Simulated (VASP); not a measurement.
**PbO2: single point with PBEsol**

Crystal: PbO2.

```
Pb O
1.0
     0.00000    2.72901    2.70199
     2.72901    0.00000    2.70199
     2.72901    2.72901    0.00000
Pb O
1 2
Direct
  0.00000 0.00000 0.00000
  0.75000 0.75000 0.75000
  0.25000 0.25000 0.25000
```

```yaml
Program: VASP 6.6.1
Task: single point
Functional: PBEsol
Potentials_or_basis: VASP PAW PBE potentials, release 64 (Pb_d, O)
Cutoff: 520 eV
k_mesh: 7 × 7 × 7
Occupations: fermi-dirac, width 0.05 eV
Spin: no spin polarisation
```

* Pressure: -7.8 GPa
* Band gap on the k mesh: zero (band 13 reaches 5.17 eV, above the bottom of band 14 at 4.14 eV)

Stress tensor (GPa, compression positive):
```
-8.54  0.00  0.00
 0.00 -8.54  0.00
 0.00  0.00 -6.44
```

Levels at points of the mesh, in eV from the Fermi level:
```
           k point  band 9  band 10  band 11  band 12  band 13  band 14  band 15  band 16  band 17  band 18
(0.00, 0.00, 0.00)   -1.99    -1.95    -1.95    -1.23    -1.23    -1.10     6.74     6.79     6.79    11.39
```

Run time: 23 s on 1 thread of Intel Xeon 6975P-C, on a shared host, peak memory 0.18 GiB.

Caveat: the PAW data sets were made with another functional, which shifts forces and pressure a little; spin-orbit coupling is left out, which moves the levels of the heavy elements.
